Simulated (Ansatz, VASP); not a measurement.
Al: VASP beside Ansatz

```
CELL_PARAMETERS angstrom
2.65680 0.00000 0.00000
-1.32840 2.30086 0.00000
0.00000 0.00000 10.03950
ATOMIC_POSITIONS crystal
Al 0.00000 0.00000 0.00000
Al 0.33333 0.66667 0.25000
Al 0.00000 0.00000 0.50000
Al 0.66667 0.33333 0.75000
```

Alike in both runs: task single point; functional PBE; dispersion D3(BJ); k mesh 18 × 18 × 4; occupations gaussian, width 0.15 eV; no spin polarisation.

|  | VASP | Ansatz |
| --- | --- | --- |
| version | VASP 6.6.1 | Ansatz 0.2.0 |
| potentials or method | VASP PAW PBE potentials, release 64 (Al), cutoff 520 eV | scalar-relativistic, plane waves, PAW |
| valence electrons in the cell | 12 | 12 |

VASP gave:

```
gap on the k mesh at the Fermi level (eV)                     : none
pressure (GPa)                                                : 5.9
traceless stress, the component that is largest in VASP (GPa) : -10.48
```

Question: Estimate Ansatz's values.

Answer: gap on the k mesh at the Fermi level (eV): none; pressure (GPa): 5.9; traceless stress, the component that is largest in VASP (GPa): -10.47.

A gap of «none» marks a metal or a gap that the smearing closes.
